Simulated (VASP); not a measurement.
SbPt:

```
CELL_PARAMETERS angstrom
4.12000 0.00000 0.00000
-2.06000 3.56802 0.00000
0.00000 0.00000 5.47000
ATOMIC_POSITIONS crystal
Sb 0.33333 0.66667 0.25000
Sb 0.66667 0.33333 0.75000
Pt 0.00000 0.00000 0.00000
Pt 0.00000 0.00000 0.50000
```

```yaml
Program: VASP 6.6.1
Task: relaxation of cell and atoms
Functional: PBEsol
Potentials_or_basis: VASP PAW PBE potentials, release 64 (Sb, Pt)
Cutoff: 600 eV
k_mesh: 8 × 8 × 6
Occupations: fermi-dirac, width 0.1 eV
Spin: no spin polarisation
```

At the start: pressure 3.5 GPa; volume 20.10 Å³/atom.

How do energy, volume and symmetry change on relaxing?

Over 9 steps the energy falls by 5.6 meV/atom and the volume is 20.59 Å³/atom (+2.4 %); space group P6_3/mmc (No. 194, to 0.1 Å) before and after.

The path:
| step | energy change (eV) | largest force (eV/Å) | pressure (GPa) | volume (Å³) |
| --- | --- | --- | --- | --- |
| 1 | 0.0000 | 0.0000 | 3.53 | 80.41 |
| 2 | 0.0347 | 0.0000 | -5.19 | 85.67 |
| 3 | -0.0209 | 0.0000 | -0.05 | 82.36 |
| 4 | -0.0221 | 0.0000 | -0.06 | 82.38 |
| 5 | -0.0223 | 0.0000 | -0.04 | 82.39 |
| 6 | -0.0223 | 0.0000 | -0.04 | 82.39 |
| 7 | -0.0223 | 0.0000 | -0.04 | 82.38 |
| 8 | -0.0223 | 0.0000 | 0.06 | 82.33 |
| 9 | -0.0223 | 0.0000 | 0.00 | 82.36 |

Final structure:
```
CELL_PARAMETERS angstrom
4.16691 0.00000 0.00000
-2.08346 3.60865 0.00000
0.00000 0.00000 5.47740
ATOMIC_POSITIONS crystal
Sb 0.33333 0.66667 0.25000
Sb 0.66667 0.33333 0.75000
Pt 0.00000 0.00000 0.00000
Pt 0.00000 0.00000 0.50000
```

Caveat: the PAW data sets were made with another functional, which shifts forces and pressure a little.
